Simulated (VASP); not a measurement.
A run of VASP 6.6.1:

The input INCAR:

```
SYSTEM = InAs
  PREC = Accurate
  ENCUT = 520
  EDIFF = 1E-6
  ISMEAR = -1
  SIGMA = 0.05
  LREAL = .FALSE.
  LASPH = .TRUE.
  NELM = 80
  ALGO = Normal
  ISIF = 2
  LWAVE = .FALSE.
  LCHARG = .FALSE.
  GGA = PE
  NBANDS = 16
```

File KPOINTS:

```
regular mesh
0
G
  7 7 9
  0 0 0
```

POSCAR

```
InAs
1.0
    4.6994658889      0.0000000000      0.0000000000
   -2.3497329444      4.0698601110      0.0000000000
    0.0000000000      0.0000000000      2.8913532368
In As
1 1
Direct
    0.0000000000      0.0000000000      0.0000000000
    0.6666700000      0.3333300000      0.0000000000
```

Potentials or basis: VASP PAW PBE potentials, release 64 (In_d, As).

The run is started by

```bash
$ cat potpaw_PBE.64/In_d/POTCAR potpaw_PBE.64/As/POTCAR > POTCAR
$ mpirun -np 1 vasp_std > vasp.out
```

Hardware: 1 thread of AMD EPYC 9R45 96-Core Processor (Zen 5) (shared host).

Question: How long does it take, and how much memory?

Answer: Run time: 31 s on 1 thread of AMD EPYC 9R45 96-Core Processor (Zen 5), on a shared host, peak memory 0.2 GiB. Counts: scf iterations 13, k points 80.
